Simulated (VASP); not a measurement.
Write the native input for VASP 6.6.1 that does the following.

- Task: single point
- Functional: r2SCAN
- Potentials or basis: VASP PAW PBE potentials, release 64 (Cd, Te)
- Cutoff: 520 eV
- k mesh: 6 × 6 × 6
- Occupations: gaussian, width 0.01 eV
- Spin: no spin polarisation
- Dipole correction: no
- Further INCAR settings: ALGO = Normal; EDIFF = 1e-06; NBANDS = 16

The system is CdTe.

```
CELL_PARAMETERS angstrom
0.00000 3.27996 3.27996
3.27996 0.00000 3.27996
3.27996 3.27996 0.00000
ATOMIC_POSITIONS crystal
Cd 0.00000 0.00000 0.00000
Te 0.25000 0.25000 0.25000
```

One way to write it, as run:

POSCAR

```
CdTe
1.0
    0.0000000000      3.2799551161      3.2799551161
    3.2799551161      0.0000000000      3.2799551161
    3.2799551161      3.2799551161      0.0000000000
Cd Te
1 1
Direct
    0.0000000000      0.0000000000      0.0000000000
    0.2500000000      0.2500000000      0.2500000000
```

INCAR.step1

```
SYSTEM = CdTe
  PREC = Accurate
  ENCUT = 520
  ISMEAR = 0
  SIGMA = 0.01
  LREAL = .FALSE.
  LASPH = .TRUE.
  NELM = 60
  NBANDS = 16
  GGA = PE
  ALGO = Normal
  EDIFF = 1E-4
  LWAVE = .TRUE.
  LCHARG = .FALSE.
```

INCAR.step2

```
SYSTEM = CdTe
  PREC = Accurate
  ENCUT = 520
  EDIFF = 1E-6
  ISMEAR = 0
  SIGMA = 0.01
  LREAL = .FALSE.
  LASPH = .TRUE.
  NELM = 60
  ALGO = Normal
  ISIF = 2
  LWAVE = .FALSE.
  LCHARG = .FALSE.
  METAGGA = R2SCAN
  LMIXTAU = .TRUE.
  NBANDS = 16
  ISTART = 1
```

KPOINTS

```
regular mesh
0
G
  6 6 6
  0 0 0
```

Potentials or basis: VASP PAW PBE potentials, release 64 (Cd, Te).

Launch:

```sh
$ cat potpaw_PBE.64/Cd/POTCAR potpaw_PBE.64/Te/POTCAR > POTCAR
$ cp INCAR.step1 INCAR
$ mpirun -np 1 vasp_std > vasp.out
$ cp INCAR.step2 INCAR
$ mpirun -np 1 vasp_std > vasp.out
```

Results of the run:

The pressure is 0.1 GPa. The band gap on the k mesh is 1.15 eV, direct.

Caveat: the PAW data sets were made with another functional, which shifts forces and pressure a little; spin-orbit coupling is left out, which moves the levels of the heavy elements.

It took 32 s on 1 thread of Intel(R) Xeon(R) 6975P-C (Granite Rapids), with other jobs on the host, peak memory 0.22 GiB.
